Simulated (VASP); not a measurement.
Here is a VASP 6.6.1 calculation.

INCAR

```
SYSTEM = Mo
PREC = Accurate
ENCUT = 600
EDIFF = 1E-7
ISMEAR = -1
SIGMA = 0.1
LREAL = .FALSE.
LASPH = .TRUE.
NELM = 80
ALGO = Normal
ISIF = 3
LWAVE = .FALSE.
LCHARG = .FALSE.
GGA = PS
IBRION = 2
NSW = 80
EDIFFG = -0.01
```

Contents of KPOINTS:

```
Automatic mesh
0
G
  13 13 4
  0 0 0
```

Contents of POSCAR:

```
Mo
1.0
    2.8039216218      0.0000000000      0.0000000000
   -1.4019608109      2.4282673547      0.0000000000
    0.0000000000      0.0000000000      9.1576080168
Mo
4
Direct
    0.0000000000      0.0000000000      0.0000000000
    0.0000000000      0.0000000000      0.5000000000
    0.3333333333      0.6666666667      0.2500000000
    0.6666666667      0.3333333333      0.7500000000
```

Potentials or basis: VASP PAW PBE potentials, release 64 (Mo_sv).

Command:

```sh
$ cat potpaw_PBE.64/Mo_sv/POTCAR > POTCAR
$ mpirun -np 1 vasp_std > vasp.out
```

(1) Estimate the space group after relaxing (to 0.05 Å).

(2) Estimate the relaxed cell.

(3) Estimate the relaxed volume.

(4) Predict the band gap on the k mesh.

Results:

(1) P6_3/mmc (No. 194).

(2) a = 2.752 Å, b = 2.752 Å, c = 9.517 Å, α = 90.00°, β = 90.00°, γ = 120.00°.

(3) 15.60 Å³/atom.

(4) zero (band 28 reaches 13.40 eV, above the bottom of band 29 at 11.57 eV).

Caveat: the PAW data sets were made with another functional, which shifts forces and pressure a little.
